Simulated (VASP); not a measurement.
The system is MgO.

```
Mg O
1.0
     0.00000    2.11089    2.11089
     2.11089    0.00000    2.11089
     2.11089    2.11089    0.00000
Mg O
1 1
Direct
  0.00000 0.00000 0.00000
  0.50000 0.50000 0.50000
```

Program: VASP 6.6.1. Alike in all runs: task single point; no spin polarisation; cell as given; k mesh 11 × 11 × 11; cutoff (eV) 520.

Question: Order these runs on this cell by their pressure, lowest first.
A. level PBEsol; potentials or basis VASP PAW PBE potentials, release 64 (Mg, O); smearing fermi-dirac 0.05 eV
B. level r2SCAN; potentials or basis VASP PAW PBE potentials, release 64 (Mg, O); smearing fermi-dirac 0.05 eV
C. level LDA; potentials or basis VASP PAW LDA potentials, release 64 (Mg, O); smearing tetrahedron
D. level PBE; potentials or basis VASP PAW PBE potentials, release 64 (Mg, O); smearing fermi-dirac 0.05 eV

Answer: C (-8.7 GPa), B (-3.1 GPa), A (-1.4 GPa), D (2.8 GPa).

Caveats: the PAW data sets were made with another functional, which shifts forces and pressure a little (some runs).
